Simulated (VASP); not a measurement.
A run of VASP 6.6.1 is set up as follows.

INCAR

```
SYSTEM = Co
PREC = Accurate
ENCUT = 600
EDIFF = 1E-6
ISMEAR = -1
SIGMA = 0.05
LREAL = .FALSE.
LASPH = .TRUE.
NELM = 150
ALGO = Normal
ISIF = 3
LWAVE = .FALSE.
LCHARG = .FALSE.
ISPIN = 2
MAGMOM = 2 2 2 2
LORBIT = 11
LMAXMIX = 4
GGA = PE
IBRION = 2
NSW = 60
EDIFFG = -0.01
PSTRESS = 200.0
```

The input KPOINTS:

```
Automatic mesh
0
G
  12 12 4
  0 0 0
```

Contents of POSCAR:

```
Co
1.0
    2.4705617809      0.0000000000      0.0000000000
   -1.2352808905      2.1395692639      0.0000000000
    0.0000000000      0.0000000000      8.0882338000
Co
4
Direct
    0.6666666667      0.3333333333      0.7500000000
    0.0000000000      0.0000000000      0.5000000000
    0.3333333333      0.6666666667      0.2500000000
    0.0000000000      0.0000000000      0.0000000000
```

Potentials or basis: VASP PAW PBE potentials, release 64 (Co).

The run is started by

```sh
$ cat potpaw_PBE.64/Co/POTCAR > POTCAR
$ mpirun -np 1 vasp_std > vasp.out
```

Q: What does it give for the relaxed cell?

A: a = 2.427 Å, b = 2.427 Å, c = 7.864 Å, α = 90.00°, β = 90.00°, γ = 120.00°.

Q: Estimate the relaxed volume.

A: 10.03 Å³/atom.

Q: Estimate the site moments.

A: Co +1.57, +1.55 (each value once) μB.

Q: Predict the space group after relaxing (to 0.1 Å).

A: P6_3/mmc (No. 194).

The path:
| step | energy change (eV) | largest force (eV/Å) | pressure (GPa) | volume (Å³) |
| --- | --- | --- | --- | --- |
| 1 | 0.0000 | 0.0000 | 3.69 | 42.75 |
| 2 | 1.0340 | 0.0000 | 56.36 | 36.37 |
| 3 | 0.1801 | 0.0000 | 19.47 | 40.14 |
| 4 | 0.1892 | 0.0000 | 20.08 | 40.07 |
| 5 | 0.1958 | 0.0000 | 20.47 | 40.01 |
| 6 | 0.1932 | 0.0000 | 20.48 | 40.03 |
| 7 | 0.1932 | 0.0000 | 20.47 | 40.03 |
| 8 | 0.1744 | 0.0000 | 19.49 | 40.18 |
| 9 | 0.1866 | 0.0000 | 20.25 | 40.08 |
| 10 | 0.1826 | 0.0000 | 19.86 | 40.11 |

Caveat: the cell is relaxed towards a set pressure, so the run minimises the enthalpy, not the energy.
